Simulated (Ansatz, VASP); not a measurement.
## Hf2WS2 in VASP and in Ansatz

```xyz
5
Lattice="5.1697 0.0000 0.0000 0.0000 5.1697 0.0000 0.0000 0.0000 4.4100" Properties=species:S:1:pos:R:3 pbc="T T T"
Hf    0.0000    2.5848    0.0000
Hf    2.5848    0.0000    0.0000
W     0.0000    0.0000    0.0000
S     2.5848    2.5848    2.2050
S     0.0000    0.0000    2.2050
```

Alike in both runs: functional PBE; k mesh 4 × 4 × 4; occupations gaussian, width 0.1 eV; no spin polarisation.

Ansatz relaxed the structure, and its values are those at the end. VASP's run is a single point on that final structure, the one shown.

```csv
,VASP,Ansatz
version,VASP 6.6.1,Ansatz 0.2.0
potentials or method,"VASP PAW PBE potentials, release 64 (Hf_pv, W_sv, S), cutoff 520 eV","scalar-relativistic, plane waves, PAW"
valence electrons in the cell,46,78
```

Ansatz gave:

```
gap on the k mesh at the Fermi level (eV) : none
pressure (GPa)                            : 0.0
```

**Question.** What did VASP give for the same quantities?

**Answer.** gap on the k mesh at the Fermi level (eV): none; pressure (GPa): -0.4.

A gap of «none» marks a metal or a gap that the smearing closes. With one functional, cell and mesh, what is left measures potentials, basis and numerics. VASP's potentials hold 46 valence electrons a cell and Ansatz's 78, so a difference there can come from the potentials and not from the codes.

Neither program's run includes spin-orbit coupling.
